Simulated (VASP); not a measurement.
Here is a VASP 6.6.1 calculation.

File INCAR:

```
SYSTEM = Sr
ALGO = Normal
EDIFF = 1E-6
ENCUT = 520
GGA = PS
ISIF = 2
ISMEAR = 0
LASPH = .True.
LCHARG = .False.
LREAL = .False.
LWAVE = .False.
NBANDS = 11
NELM = 100
PREC = Accurate
SIGMA = 0.03
```

File KPOINTS:

```
k-points
0
Gamma
  10 10 10
  0 0 0
```

Contents of POSCAR:

```
Sr
1.0
    0.0000000000      2.9662912500      2.9662912500
    2.9662912500      0.0000000000      2.9662912500
    2.9662912500      2.9662912500      0.0000000000
Sr
1
Direct
    0.0000000000      0.0000000000      0.0000000000
```

Potentials or basis: VASP PAW PBE potentials, release 64 (Sr_sv).

The run is started by

```console
$ cat potpaw_PBE.64/Sr_sv/POTCAR > POTCAR
$ mpirun -np 1 vasp_std > vasp.out
```

(1) Estimate the band gap on the k mesh.

(2) Predict the pressure.

## Answers

(1) zero (bands 5 and 6 overlap by 0.02 eV).

(2) -0.1 GPa.

Caveat: the cell differs from its parent crystal (strain -0.025 along x and y, -0.025 along z); the PAW data sets were made with another functional, which shifts forces and pressure a little.
